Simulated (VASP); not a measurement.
Input of a VASP 6.6.1 run:

The input INCAR:

```
ALGO = Normal
EDIFF = 1E-6
ENCUT = 520
GGA = PE
ISIF = 2
ISMEAR = 0
IVDW = 12
LASPH = T
LCHARG = F
LREAL = F
LWAVE = F
NBANDS = 16
NELM = 80
PREC = Accurate
SIGMA = 0.05
```

The input KPOINTS:

```
k-points
0
Gamma
  12 12 4
```

The input POSCAR:

```
BN
1.0
    2.5061233057      0.0000000000      0.0000000000
   -1.2530616528      2.1703664477      0.0000000000
    0.0000000000      0.0000000000      6.5973571420
B N
2 2
Direct
   -0.1105804046     -0.2211608093      0.4854487186
    0.3333333333      0.6666666667      0.0000000000
    0.0000000000      0.0000000000      0.0000000000
    0.6666666667      0.3333333333      0.5000000000
```

Potentials or basis: VASP PAW PBE potentials, release 64 (B, N).

Run with:

```bash
$ cat potpaw_PBE.64/B/POTCAR potpaw_PBE.64/N/POTCAR > POTCAR
$ mpirun -np 1 vasp_std > vasp.out
```

(1) What does it give for the largest force?

(2) Estimate the band gap on the k mesh.

(3) What does it give for the dispersion energy per atom?

(4) Predict the pressure.

## Answers

(1) 61.315 eV/Å.

(2) 3.27 eV, indirect (least direct gap 4.23 eV).

(3) -0.142 eV.

(4) 77.8 GPa.

Caveat: the cell differs from its parent crystal (atom 1 (B) moved by -0.480 Å along [1 2 0] and -0.096 Å along [0 0 1]); forces of over 1 eV/Å act on the atoms, so gaps and moduli don't describe the material at rest.
